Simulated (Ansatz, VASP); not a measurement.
TiO2: VASP beside Ansatz

```xyz
15
Lattice="3.7779 0.0000 0.0000 0.0000 3.7779 0.0000 0.0000 0.0000 25.4023" Properties=species:S:1:pos:R:3 pbc="T T T"
O     1.8890    0.0000    7.4831
O     0.0000    1.8890    8.3387
O     1.8890    1.8890    9.8891
O     0.0000    0.0000   10.7161
O     0.0000    1.8890   12.2894
O     1.8890    0.0000   13.1129
O     0.0000    0.0000   14.6862
O     1.8890    1.8890   15.5132
O     1.8890    0.0000   17.0636
O     0.0000    1.8890   17.9191
Ti    1.8890    1.8890    7.9678
Ti    0.0000    1.8890   10.2973
Ti    0.0000    0.0000   12.7011
Ti    1.8890    0.0000   15.1050
Ti    1.8890    1.8890   17.4345
```

Alike in both runs: functional r2SCAN; k mesh 7 × 7 × 1; occupations gaussian, width 0.05 eV; no spin polarisation.

Ansatz relaxed the structure, and its values are those at the end. VASP's run is a single point on that final structure, the one shown.

|  | VASP | Ansatz |
| --- | --- | --- |
| version | VASP 6.6.1 | Ansatz 0.2.0 |
| potentials or method | VASP PAW PBE potentials, release 64 (O, Ti_sv), cutoff 520 eV | scalar-relativistic, plane waves, PAW |
| valence electrons in the cell | 120 | 120 |

|  | VASP | Ansatz | Ansatz less VASP |
| --- | --- | --- | --- |
| gap on the k mesh at the Fermi level (eV) | 1.82 | 1.80 | -0.018 |
| least direct gap on the mesh (eV) | 2.17 | 2.15 | -0.019 |
| rms of the force components (eV/Å) | 0.033 | 0.003 | -0.0304 |

VASP's potentials were made for PBE, not for r2SCAN. The functional is the same, so the differences come from potentials, cutoffs and numerics. Ansatz's warnings: xc potential rough in thin density.
